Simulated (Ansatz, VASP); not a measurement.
One calculation of In2S, two programs

```
In S
1.0
     3.94313    0.00000    0.00000
     0.00000    3.94313    0.00000
     0.00000    0.00000    5.43260
In S
2 1
Direct
  0.50000 0.00000 0.66096
  0.00000 0.50000 0.33904
  0.00000 0.00000 0.00000
```

Change from the starting cell: species swapped into the Ta2H type (P-4m2, No. 115).

Alike in both runs: functional PBE; k mesh 12 × 12 × 10; occupations gaussian, width 0.1 eV; no spin polarisation.

Ansatz relaxed the structure, and its values are those at the end. VASP's run is a single point on that final structure, the one shown.

|  | VASP | Ansatz |
| --- | --- | --- |
| version | VASP 6.6.1 | Ansatz 0.2.0 |
| potentials or method | VASP PAW PBE potentials, release 64 (In_d, S), cutoff 520 eV | scalar-relativistic, plane waves, PAW |
| valence electrons in the cell | 32 | 32 |

|  | VASP | Ansatz | Ansatz less VASP |
| --- | --- | --- | --- |
| gap on the k mesh at the Fermi level (eV) | none | none | - |
| pressure (GPa) | 0.0 | 0.0 | +0.04 |

A gap of «none» marks a metal or a gap that the smearing closes. With one functional, cell and mesh, what is left measures potentials, basis and numerics.
